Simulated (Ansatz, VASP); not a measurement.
**TePb: VASP beside Ansatz**

The input INCAR:

```
SYSTEM = TePb
  PREC = Accurate
  ENCUT = 600
  EDIFF = 1E-6
  ISMEAR = 0
  SIGMA = 0.025
  LREAL = .FALSE.
  LASPH = .TRUE.
  NELM = 100
  ALGO = Normal
  ISIF = 3
  LWAVE = .FALSE.
  LCHARG = .FALSE.
  GGA = PS
  IBRION = 2
  NSW = 100
  EDIFFG = -0.005
```

The input KPOINTS:

```
regular mesh
0
G
  14 14 14
  0 0 0
```

The input POSCAR:

```
TePb
1.0
    0.0000000000      3.2735180337      3.2735180337
    3.2735180337      0.0000000000      3.2735180337
    3.2735180337      3.2735180337      0.0000000000
Te Pb
1 1
Direct
    0.5000000000      0.5000000000      0.5000000000
    0.0000000000      0.0000000000      0.0000000000
```

Input for Ansatz:

```yaml
crystal:
  lattice:
    - [0.0, 3.2735180337, 3.2735180337]
    - [3.2735180337, 0.0, 3.2735180337]
    - [3.2735180337, 3.2735180337, 0.0]
  atoms:
    - { symbol: Te, position: [0.5, 0.5, 0.5] }
    - { symbol: Pb, position: [0.0, 0.0, 0.0] }
kpoints:
  mp_grid: { grid: [14, 14, 14] }
scf:
  occupations: { method: gaussian, width: 0.025 }
hamiltonian:
  xc: pbesol
  pseudopotentials: { kind: paw }
output:
  forces: true
  stress: true
  efg: { contact_densities: true }
relax:
  f_tol: 0.005
  max_steps: 80
  cell: {}
```

Alike in both runs: task relaxation of cell and atoms; functional PBEsol; k mesh 14 × 14 × 14; occupations gaussian, width 0.025 eV; no spin polarisation.

|  | VASP | Ansatz |
| --- | --- | --- |
| version | VASP 6.6.1 | Ansatz 0.2.0 |
| potentials or method | VASP PAW PBE potentials, release 64 (Te, Pb_d) | PAW with Ansatz's default frozen-core files, scalar-relativistic |
| plane-wave cutoff (eV) | 600 | 420 |
| valence electrons in the cell | 20 | 30 |

```csv
,VASP,Ansatz,Ansatz less VASP
relaxed volume (Å³/atom),33.44,33.46,+0.022
relaxed cell length with the largest relative difference (Å),4.556,4.557,+0.0010
```

VASP's potentials were made for PBE, not for PBEsol. VASP's potentials hold 20 valence electrons a cell and Ansatz's 30, so a difference there can come from the potentials and not from the codes.

Neither program's run includes spin-orbit coupling.
